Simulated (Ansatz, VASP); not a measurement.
# One calculation of Ir, two programs

File INCAR:

```
ALGO = Normal
EDIFF = 1E-7
ENCUT = 520
GGA = PE
ISIF = 2
ISMEAR = -1
LASPH = T
LCHARG = F
LREAL = F
LWAVE = F
NBANDS = 10
NELM = 100
PREC = Accurate
SIGMA = 0.05
```

Contents of KPOINTS:

```
k-points
0
Gamma
  15 15 15
```

The input POSCAR:

```
Ir
1.0
    0.0000000000      1.9491600331      1.8621090000
    1.9491600331      0.0000000000      1.8621090000
    1.9491600331      1.9491600331      0.0000000000
Ir
1
Direct
    0.0000000000      0.0000000000      0.0000000000
```

Input for Ansatz:

```yaml
crystal:
  lattice:
    - [0.0, 1.9491600331, 1.862109]
    - [1.9491600331, 0.0, 1.862109]
    - [1.9491600331, 1.9491600331, 0.0]
  atoms:
    - { symbol: Ir, position: [0.0, 0.0, 0.0] }
kpoints:
  mp_grid: { grid: [15, 15, 15] }
scf:
  occupations: { method: fermi_dirac, width: 0.05 }
hamiltonian:
  xc: pbe
  pseudopotentials: { kind: all_electron, lapw: { basis_error: 0.0005 } }
output:
  forces: true
  stress: true
  eigenvalues: true
```

Change from the starting cell: z stretched by -3 % at fixed volume.

Alike in both runs: task single point; functional PBE; k mesh 15 × 15 × 15; occupations fermi-dirac, width 0.05 eV; no spin polarisation.

|  | VASP | Ansatz |
| --- | --- | --- |
| version | VASP 6.6.1 | Ansatz 0.2.0 |
| potentials or method | VASP PAW PBE potentials, release 64 (Ir), cutoff 520 eV | all-electron LAPW, scalar-relativistic |

|  | VASP | Ansatz | Ansatz less VASP |
| --- | --- | --- | --- |
| pressure (GPa) | 10.0 | 9.3 | -0.69 |
| traceless stress, the component that is largest in VASP (GPa) | 11.20 | 11.25 | +0.051 |

Ansatz ran all-electron here, and VASP with PAW potentials.

Neither program's run includes spin-orbit coupling.
